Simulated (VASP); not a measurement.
Input of a VASP 6.6.1 run:

The input INCAR:

```
ALGO = Normal
DIPOL = 0.5 0.5 0.414
EDIFF = 1E-7
ENCUT = 520
GGA = PE
IDIPOL = 3
ISIF = 2
ISMEAR = 0
IVDW = 12
LASPH = T
LCHARG = F
LDIPOL = T
LREAL = F
LWAVE = F
NBANDS = 64
NELM = 60
PREC = Accurate
SIGMA = 0.05
```

KPOINTS

```
k-points
0
Gamma
  3 3 1
```

POSCAR

```
MoS2
1.0
    6.3058975141      0.0000000000      0.0000000000
   -3.1529487571      5.4610674409      0.0000000000
    0.0000000000      0.0000000000     23.0985324035
S Mo
8 4
Direct
    0.6666666667      0.3333333333      0.3463423502
    0.6666666667      0.8333333333      0.3463423502
    0.1666666667      0.3333333333      0.3463423502
    0.1666666667      0.8333333333      0.3463423502
    0.6668451737      0.3335154294      0.4822295936
    0.6662514868      0.8331300755      0.4820471597
    0.1670364138      0.3336316753      0.4819171898
    0.1666035106      0.8332383893      0.4821336088
    0.3336544945      0.1665805491      0.4142514932
    0.3335103816      0.6669854660      0.4141806571
    0.8329614824      0.1664826093      0.4142693182
    0.8331536898      0.6665732208      0.4141845398
```

Potentials or basis: VASP PAW PBE potentials, release 64 (S, Mo_sv).

Launch:

```sh
$ cat potpaw_PBE.64/S/POTCAR potpaw_PBE.64/Mo_sv/POTCAR > POTCAR
$ mpirun -np 1 vasp_std > vasp.out
```

Problem. Predict the dispersion energy per atom.

Solution. -0.320 eV.

Problem. Estimate the band gap on the k mesh.

Solution. 1.78 eV.

Problem. What does it give for the largest force?

Solution. 0.059 eV/Å.

Forces in eV/Å, atoms in the order of the input:
```
S    0.003 -0.006  0.010
S   -0.001  0.007 -0.003
S    0.001 -0.010  0.028
S   -0.006  0.006  0.006
S   -0.004 -0.006 -0.036
S    0.020  0.009  0.013
S   -0.013 -0.017  0.032
S   -0.005  0.002 -0.024
Mo  -0.037  0.012 -0.017
Mo  -0.019 -0.038 -0.011
Mo   0.038  0.034 -0.029
Mo   0.021  0.007  0.031
```
